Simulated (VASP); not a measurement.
Ni:

```
CELL_PARAMETERS angstrom
2.23228 0.00000 0.00000
0.00000 2.23228 0.00000
0.00000 0.00000 2.23228
ATOMIC_POSITIONS crystal
Ni 0.00000 0.00000 0.00000
```

This isn't the form of Ni at room conditions, which is fcc.

| Property | Result |
| --- | --- |
| Program | VASP 6.6.1 |
| Task | relaxation of cell and atoms |
| Functional | PBE |
| Potentials or basis | VASP PAW PBE potentials, release 64 (Ni) |
| Cutoff | 600 eV |
| k mesh | 16 × 16 × 16 |
| Occupations | fermi-dirac, width 0.05 eV |
| Spin | collinear spin, ferromagnetic start |
| Starting moments | [1.5] μB |

At the start: pressure 24.1 GPa; volume 11.12 Å³/atom.

How do energy, volume and symmetry change on relaxing?

Over 12 steps the energy falls by 99.5 meV/atom and the volume is 12.60 Å³/atom (+13.3 %); space group Pm-3m (No. 221, to 0.1 Å) before and after; moment 0.54 μB per cell.

The path:
```
step  energy change (eV)  largest force (eV/Å)  pressure (GPa)  volume (Å³)
   1              0.0000                0.0000           24.09        11.12
   2             -0.0443                0.0000          -10.91        14.04
   3             -0.0995                0.0000           -0.13        12.63
   4             -0.0995                0.0000            0.25        12.60
   5             -0.0995                0.0000           -0.09        12.60
   6             -0.0995                0.0000            0.24        12.60
   7             -0.0995                0.0000            0.19        12.60
   8             -0.0995                0.0000            0.18        12.60
   9             -0.0995                0.0000            0.17        12.60
  10             -0.0995                0.0000            0.15        12.60
  11             -0.0995                0.0000            0.11        12.60
  12             -0.0995                0.0000            0.03        12.60
```

Final structure:
```xyz
1
Lattice="2.3271 0.0000 0.0000 0.0000 2.3271 0.0000 0.0000 0.0000 2.3271" Properties=species:S:1:pos:R:3 pbc="T T T"
Ni    0.0000    0.0000    0.0000
```
